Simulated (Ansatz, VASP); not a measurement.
# TiAl: VASP beside Ansatz

```
CELL_PARAMETERS angstrom
2.84782 0.00000 0.00000
-1.42391 2.46629 0.00000
0.00000 0.00000 4.98954
ATOMIC_POSITIONS crystal
Ti 0.00000 0.00000 0.00000
Al 0.33333 0.66667 0.50000
```

Change from the starting cell: strain +0.000 along x and y, +0.080 along z, atoms carried along.

Alike in both runs: task single point; functional PBEsol; k mesh 24 × 24 × 14; occupations gaussian, width 0.15 eV; no spin polarisation.

|  | VASP | Ansatz |
| --- | --- | --- |
| version | VASP 6.6.1 | Ansatz 0.2.0 |
| potentials or method | VASP PAW PBE potentials, release 64 (Ti_sv, Al), cutoff 520 eV | scalar-relativistic, plane waves, PAW |
| valence electrons in the cell | 15 | 15 |

|  | VASP | Ansatz | Ansatz less VASP |
| --- | --- | --- | --- |
| gap on the k mesh at the Fermi level (eV) | none | none | - |
| pressure (GPa) | -7.6 | -7.6 | +0.01 |
| traceless stress, the component that is largest in VASP (GPa) | -7.68 | -7.72 | -0.044 |

VASP's potentials were made for PBE, not for PBEsol. A gap of «none» marks a metal or a gap that the smearing closes. With one functional, cell and mesh, what is left measures potentials, basis and numerics.
